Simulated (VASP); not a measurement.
Input of a VASP 6.6.1 run:

The input POSCAR:

```
TiO2
1.0
    6.1535771931     -1.8834685000      0.0000000000
    6.1535771931      1.8834685000      0.0000000000
   -1.9283261078      0.0000000000      6.3289668713
Ti O
4 8
Direct
    0.8047140000      0.8047140000      0.7162380000
    0.0999290000      0.0999290000      0.7103980000
    0.1952860000      0.1952860000      0.2837620000
    0.9000710000      0.9000710000      0.2896020000
    0.0583525000      0.0583525000      0.3699790000
    0.6380690000      0.6380690000      0.7066030000
    0.1328115000      0.1328115000      0.0047090000
    0.9416475000      0.9416475000      0.6300210000
    0.7365115000      0.7365115000      0.3475000000
    0.8671885000      0.8671885000      0.9952910000
    0.2634885000      0.2634885000      0.6525000000
    0.3619310000      0.3619310000      0.2933970000
```

File INCAR.step1:

```
PREC     = Accurate       # precision mode
ENCUT    = 520            # plane-wave cutoff, eV
ISMEAR   = -1             # smearing method
SIGMA    = 0.02           # smearing width, eV
LREAL    = False          # projectors in reciprocal space
LASPH    = True           # aspherical terms in the spheres
NELM     = 100            # most SCF steps
NBANDS   = 60             # bands
GGA      = PE             # functional
ALGO     = Normal         # electronic algorithm
EDIFF    = 1E-4           # SCF threshold, eV
LWAVE    = True           # write WAVECAR
LCHARG   = False          # write CHGCAR
```

The input INCAR.step2:

```
PREC     = Accurate       # precision mode
ENCUT    = 520            # plane-wave cutoff, eV
EDIFF    = 1E-8           # SCF threshold, eV
ISMEAR   = -1             # smearing method
SIGMA    = 0.02           # smearing width, eV
LREAL    = False          # projectors in reciprocal space
LASPH    = True           # aspherical terms in the spheres
NELM     = 100            # most SCF steps
ALGO     = Normal         # electronic algorithm
ISIF     = 2              # what is computed and relaxed
LWAVE    = False          # write WAVECAR
LCHARG   = False          # write CHGCAR
METAGGA  = R2SCAN         # meta-GGA
LMIXTAU  = True         
LEFG     = True         
NBANDS   = 60             # bands
ISTART   = 1
```

The input KPOINTS:

```
regular mesh
0
Gamma
  7 7 4
```

Potentials or basis: VASP PAW PBE potentials, release 64 (Ti_sv, O).

Command:

```bash
$ cat potpaw_PBE.64/Ti_sv/POTCAR potpaw_PBE.64/O/POTCAR > POTCAR
$ cp INCAR.step1 INCAR
$ mpirun -np 1 vasp_std > vasp.out
$ cp INCAR.step2 INCAR
$ mpirun -np 1 vasp_std > vasp.out
```

Question: Predict the pressure.

Answer: -4.6 GPa.

Question: What does it give for the largest force?

Answer: 0.118 eV/Å.

Question: Predict the band gap on the k mesh.

Answer: 3.12 eV (least direct gap 3.32 eV).

Stress tensor (GPa, compression positive):
```
-4.53  0.00  0.02
 0.00 -4.22  0.00
 0.02  0.00 -4.99
```

Caveat: the cell stands under tension; without QUAD_EFG the Cq values of the log hold for a quadrupole moment of 1 mb, not for the nuclei; the PAW data sets were made with another functional, which shifts forces and pressure a little. A k mesh can miss the band edges.
